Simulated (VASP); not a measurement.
# TlBr (Pm-3m) in VASP: a series of runs

TlBr is run at these levels: PBE; tasks: single point, relaxation of the atoms.

All numbers are computed with VASP 6.6.1; they aren't measurements. Logs are shortened: lines on timing, memory, paths and dates and some standing lists are left out, and cuts for length are marked.

## 1. The cell of the first run

It takes space group Pm-3m (No. 221, cubic). Conventional cell: a = 3.980 Å, b = 3.980 Å, c = 3.980 Å, α = 90.00°, β = 90.00°, γ = 90.00°. Within 4.5 Å of Tl (site symmetry m-3m) lie 8 Br at 3.45 Å and 6 Tl at 3.98 Å. Within 4.5 Å of Br (site symmetry m-3m) lie 8 Tl at 3.45 Å and 6 Br at 3.98 Å.

## 2. Single point, PBE

Contents of INCAR:

```
PREC = Accurate ; ENCUT = 500
EDIFF = 1E-6 ; ISMEAR = -1
SIGMA = 0.02 ; LREAL = F
LASPH = T ; NELM = 120
ALGO = Normal ; ISIF = 2
LWAVE = F ; LCHARG = F
GGA = PE ; NBANDS = 17
GGA_COMPAT = F
```

Contents of KPOINTS:

```
regular mesh
0
Gamma
  7 7 7
```

Contents of POSCAR:

```
TlBr
1.0
    3.9800000000      0.0000000000      0.0000000000
    0.0000000000      3.9800000000      0.0000000000
    0.0000000000      0.0000000000      3.9800000000
Tl Br
1 1
Direct
    0.0000000000      0.0000000000      0.0000000000
    0.5000000000      0.5000000000      0.5000000000
```

Potentials or basis: VASP PAW PBE potentials, release 64 (Tl_d, Br).

Command:

```console
> cat potpaw_PBE.64/Tl_d/POTCAR potpaw_PBE.64/Br/POTCAR > POTCAR
> mpirun -np 1 vasp_std > vasp.out
```

OUTCAR:

```text
PREC = Accurate
   ENCUT = 500
   EDIFF = 1E-6
   ISMEAR = -1
   LREAL = F
   LASPH = T
   NELM = 120
   ISIF = 2
   GGA = PE

 ion  position               nearest neighbor table
   1  0.000  0.000  0.000-   2 3.45   2 3.45   2 3.45   2 3.45   2 3.45   2 3.45   2 3.45   2 3.45

   2  0.500  0.500  0.500-   1 3.45   1 3.45   1 3.45   1 3.45   1 3.45   1 3.45   1 3.45   1 3.45

  LATTYP: Found a simple cubic cell.
 ALAT       =     3.9800000000

  Lattice vectors:

 A1 = (   3.9800000000,   0.0000000000,   0.0000000000)
 A2 = (   0.0000000000,   3.9800000000,   0.0000000000)
 A3 = (   0.0000000000,   0.0000000000,   3.9800000000)

Analysis of symmetry for initial positions (statically):
=====================================================================
 Subroutine PRICEL returns:
 Original cell was already a primitive cell.

 Routine SETGRP: Setting up the symmetry group for a
 simple cubic supercell.

 Subroutine GETGRP returns: Found 48 space group operations
 (whereof 48 operations were pure point group operations)
 out of a pool of 48 trial point group operations.

The static configuration has the point symmetry O_h .

Analysis of symmetry for dynamics (positions and initial velocities):
=====================================================================
 Subroutine PRICEL returns:
 Original cell was already a primitive cell.

 Routine SETGRP: Setting up the symmetry group for a
 simple cubic supercell.

 Subroutine GETGRP returns: Found 48 space group operations
 (whereof 48 operations were pure point group operations)
 out of a pool of 48 trial point group operations.

The dynamic configuration has the point symmetry O_h .

 Subroutine INISYM returns: Found 48 space group operations
 (whereof 48 operations are pure point group operations),
 and found     1 'primitive' translations

----------------------------------------------------------------------------------------

                                     Primitive cell

  volume of cell :      63.0448

  direct lattice vectors                    reciprocal lattice vectors
     3.980000000  0.000000000  0.000000000     0.251256281  0.000000000  0.000000000
     0.000000000  3.980000000  0.000000000     0.000000000  0.251256281  0.000000000
[... 73 lines left out ...]
   ICHARG =      2    charge: 1-file 2-atom 10-const
   ISPIN  =      1    spin polarized calculation?
   LNONCOLLINEAR =      F non collinear calculations
   LSORBIT =      F    spin-orbit coupling
   LASPH  =      T    aspherical Exc in radial PAW
   ENCUT  =  500.0 eV  36.75 Ry    6.06 a.u.   7.26  7.26  7.26*2*pi/ulx,y,z
   NELM   =    120;   NELMIN=  2; NELMDL= -5     # of ELM steps
   EDIFF  = 0.1E-05   stopping-criterion for ELM
   LREAL  =      F    real-space projection
   EDIFFG = 0.1E-04   stopping-criterion for IOM
   NSW    =      0    number of steps for IOM
   IBRION =     -1    ionic relax: 0-MD 1-quasi-New 2-CG
   NFREE  =      0    steps in history (QN), initial steepest desc. (CG)
   ISIF   =      2    stress and relaxation
   ISYM   =      2    0-nonsym 1-usesym 2-fastsym
   POTIM  = 0.5000    time-step for ionic-motion
   TEBEG  =    0.0;   TEEND  =   0.0 temperature during run
   PSTRESS=    0.0 pullay stress
   NELECT =      20.0000    total number of electrons
   NUPDOWN=      -1.0000    fix difference up-down
   EMIN   =  10.00;   EMAX   =-10.00  energy-range for DOS
   EFERMI =   0.00;   METHOD = LEGACY
   ISMEAR =    -1;   SIGMA  =   0.02  broadening in eV -4-tet -1-fermi 0-gaus
   EFERMI_NEDOS =   21; number of points for ismear=-14 and -15
   IALGO  =     38    algorithm
   IMIX   =      4    mixing-type and parameters
     AMIX     =   0.40;   BMIX     =  1.00
     AMIX_MAG =   1.60;   BMIX_MAG =  1.00
  volume/ion in A,a.u.               =      31.52       212.72
  Fermi-wavevector in a.u.,A,eV,Ry     =   1.116525  2.109926 16.961403  1.246628
  Thomas-Fermi vector in A             =   2.253140
   LORBIT       =      0    0 simple, 1 ext, 2 COOP (PROOUT), +10 PAW based schemes
   GGA     = PE    functional components
   LHFCALC =     F    Hartree Fock is set to
   AEXX    =    0.0000 exact exchange contribution
   IVDW    =     0    specifies the selected vdW correction
   LEPSILON=     F    determine dielectric tensor
   LRPA    =     F    only Hartree local field effects (RPA)
 non-spin polarized calculation
  energy-cutoff  :      500.00
  volume of cell :       63.04
 maximum number of plane-waves:      1614
 NGX is ok and might be reduce to    30
   NGX = 15   NGY = 15   NGZ = 15

 number of electron      20.0000005 magnetization

 Free energy of the ion-electron system (eV)
  ---------------------------------------------------
  ext. energy  EPLUGINS =         0.00000000
  ---------------------------------------------------
  free energy    TOTEN  =        -5.53277446 eV

  energy without entropy =       -5.53277446  energy(sigma->0) =       -5.53277446

 E-fermi :   2.7127     XC(G=0):  -8.9697

 val. band max:        2.2190857356   @ k =   0.4286   0.0000   0.0000
 cond. band min:       4.5174680511   @ k =   0.4286   0.0000   0.0000
 fundamental gap:      2.2983823155
 Fermi energy:         2.7127106136

 k-point     1 :       0.0000    0.0000    0.0000
  band No.  band energies     occupation
      1     -11.3529      2.00000
      2      -7.7221      2.00000
      3      -7.7221      2.00000
      4      -7.5455      2.00000
      5      -7.5455      2.00000
      6      -7.5455      2.00000
[... 377 lines left out ...]
      4      -7.6513      2.00000
      5      -7.5029      2.00000
      6      -7.5029      2.00000
[... 9 lines left out ...]
     16      14.7490      0.00000
     17      18.7625      0.00000

------------------------ aborting loop because EDIFF is reached ----------------------------------------

  FORCE on cell =-STRESS in cart. coord.  units (eV):
  Direction    XX          YY          ZZ          XY          YZ          ZX
  --------------------------------------------------------------------------------------
  -------------------------------------------------------------------------------------
  Total        0.4699214      0.4699214      0.4699214      0.0000000      0.0000000      0.0000000
  in kB       11.9422621     11.9422621     11.9422621      0.0000000      0.0000000      0.0000000
  external PRESSURE =      11.9422621 kB  Pullay stress =       0.0000000 kB

 VOLUME and BASIS-vectors are now :
 -----------------------------------------------------------------------------
  energy-cutoff  :      500.00
  volume of cell :       63.04
      direct lattice vectors                 reciprocal lattice vectors
     3.980000000  0.000000000  0.000000000     0.251256281  0.000000000  0.000000000
     0.000000000  3.980000000  0.000000000     0.000000000  0.251256281  0.000000000
     0.000000000  0.000000000  3.980000000     0.000000000  0.000000000  0.251256281

 POSITION                                       TOTAL-FORCE (eV/Angst)
 -----------------------------------------------------------------------------------
      0.00000      0.00000      0.00000         0.000000      0.000000      0.000000
      1.99000      1.99000      1.99000         0.000000      0.000000      0.000000
 -----------------------------------------------------------------------------------
    total drift:                                0.000000     -0.000000     -0.000000

  FREE ENERGIE OF THE ION-ELECTRON SYSTEM (eV)
  ---------------------------------------------------
  free  energy   TOTEN  =        -5.5327744613 eV

  energy  without entropy=       -5.5327744613  energy(sigma->0) =       -5.53277446
```

OSZICAR:

```text
N       E                     dE             d eps       ncg     rms          rms(c)
DAV:   1     0.966392959705E+02    0.96639E+02   -0.95198E+03   696   0.986E+02
DAV:   2    -0.205768489832E+01   -0.98697E+02   -0.95250E+02   833   0.221E+02
DAV:   3    -0.577857515623E+01   -0.37209E+01   -0.37113E+01   791   0.374E+01
DAV:   4    -0.579922019758E+01   -0.20645E-01   -0.20643E-01   874   0.333E+00
DAV:   5    -0.579942211789E+01   -0.20192E-03   -0.20192E-03   824   0.321E-01    0.279E+00
DAV:   6    -0.555715294312E+01    0.24227E+00   -0.37090E-01   710   0.301E+00    0.163E+00
DAV:   7    -0.553218552585E+01    0.24967E-01   -0.12152E-01   750   0.152E+00    0.861E-01
DAV:   8    -0.553294437010E+01   -0.75884E-03   -0.16849E-02   806   0.812E-01    0.165E-01
DAV:   9    -0.553264792661E+01    0.29644E-03   -0.12682E-03   775   0.191E-01    0.724E-02
DAV:  10    -0.553277560038E+01   -0.12767E-03   -0.29980E-04   749   0.854E-02    0.230E-02
DAV:  11    -0.553277405772E+01    0.15427E-05   -0.32929E-05   832   0.368E-02    0.610E-03
DAV:  12    -0.553277446131E+01   -0.40359E-06   -0.28882E-06   772   0.853E-03
   1 F= -.55327745E+01 E0= -.55327745E+01  d E =-.350672E-12
```

stdout:

```text
POSCAR found type information on POSCAR TlBr
 POSCAR found :  2 types and       2 ions
 scaLAPACK will be used
 LDA part: xc-table for (Slater+PW92), standard interpolation
 POSCAR, INCAR and KPOINTS ok, starting setup
 FFT: planning ... GRIDC
 FFT: planning ... GRID_SOFT
 FFT: planning ... GRID
 WAVECAR not read
 entering main loop
```

Run time: 14 s. Hardware: 1 thread of Intel Xeon Platinum 8375C at 2.90GHz (Ice Lake), shared host; peak memory 0.17 GiB.

Results:

- Free energy: -5.5328 eV
- Pressure: 1.2 GPa
- Band gap on the k mesh: 2.30 eV, direct

Levels at points of the mesh, in eV from the valence-band top:
```tsv
k point	band 7	band 8	band 9	band 10	band 11	band 12	band 13	band 14
(0.00, 0.00, 0.00)	-4.49	-1.14	-1.14	-1.14	7.18	7.18	7.39	7.39
```

Caveat: spin-orbit coupling is left out, which moves the levels of the heavy elements.

## 3. Relaxation of the atoms, PBE

Contents of INCAR:

```
ALGO     = Normal         # electronic algorithm
EDIFF    = 1E-7           # SCF threshold, eV
EDIFFG   = -0.02          # ionic threshold
ENCUT    = 450            # plane-wave cutoff, eV
GGA      = PE             # functional
GGA_COMPAT= False        
IBRION   = 2              # ionic algorithm
ISIF     = 2              # what is computed and relaxed
ISMEAR   = -1             # smearing method
LASPH    = True           # aspherical terms in the spheres
LCHARG   = False          # write CHGCAR
LREAL    = False          # projectors in reciprocal space
LWAVE    = False          # write WAVECAR
NELM     = 120            # most SCF steps
NELMIN   = 4            
NSW      = 80             # ionic steps
PREC     = Accurate       # precision mode
SIGMA    = 0.02           # smearing width, eV
```

Contents of KPOINTS:

```
k-points
0
Gamma
  7 7 7
```

POSCAR is that of step 2.

Potentials or basis: VASP PAW PBE potentials, release 64 (Tl_d, Br).

Command:

```console
> cat potpaw_PBE.64/Tl_d/POTCAR potpaw_PBE.64/Br/POTCAR > POTCAR
> mpirun -np 1 vasp_std > vasp.out
```

It took 11 s on 1 thread of Intel Xeon Platinum 8375C at 2.90GHz (Ice Lake), shared host; peak memory 0.15 GiB.

The run converged. Its results:

| Quantity | Value |
| --- | --- |
| Free energy | -5.5330 eV |
| Pressure after relaxing | 1.2 GPa |
| Band gap on the k mesh | 2.30 eV, direct |

Final structure:
```
Tl Br
1.0
     3.98000    0.00000    0.00000
     0.00000    3.98000    0.00000
     0.00000    0.00000    3.98000
Tl Br
1 1
Cartesian
  0.0000 0.0000 0.0000
  1.9900 1.9900 1.9900
```

Levels at points of the mesh, in eV from the valence-band top:
```csv
k point,band 6,band 7,band 8,band 9,band 10,band 11,band 12,band 13,band 14
"(0.00, 0.00, 0.00)",-9.76,-4.49,-1.14,-1.14,-1.14,7.18,7.18,7.39,7.39
```

Caveat: the relaxation stopped at its first step, so nothing moved; spin-orbit coupling is left out, which moves the levels of the heavy elements.
